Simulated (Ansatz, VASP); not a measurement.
**One calculation of Ti2CdSb3, two programs**

```
CELL_PARAMETERS angstrom
3.98055 0.00000 0.00000
0.00000 3.98055 0.00000
0.00000 0.00000 8.30817
ATOMIC_POSITIONS crystal
Sb 0.00000 0.50000 0.37567
Sb 0.50000 0.00000 0.62433
Sb 0.50000 0.50000 0.00000
Ti 0.00000 0.50000 0.72835
Ti 0.50000 0.00000 0.27165
Cd 0.00000 0.00000 0.00000
```

Alike in both runs: functional PBE; k mesh 5 × 5 × 2; no spin polarisation.

Ansatz relaxed the structure, and its values are those at the end. VASP's run is a single point on that final structure, the one shown.

```csv
,VASP,Ansatz
version,VASP 6.6.1,Ansatz 0.2.0
potentials or method,"VASP PAW PBE potentials, release 64 (Sb, Ti_sv, Cd), cutoff 520 eV",PAW plane waves
occupations,"fermi-dirac, width 0.1 eV",fermi-dirac
valence electrons in the cell,51,89
```

|  | VASP | Ansatz | Ansatz less VASP |
| --- | --- | --- | --- |
| gap on the k mesh at the Fermi level (eV) | none | none | - |
| pressure (GPa) | 0.1 | 0.0 | -0.10 |

A gap of «none» marks a metal or a gap that the smearing closes. VASP's potentials hold 51 valence electrons a cell and Ansatz's 89, so a difference there can come from the potentials and not from the codes.

The k mesh is coarse, so the values compare programs but aren't converged. Spin-orbit coupling is off throughout.
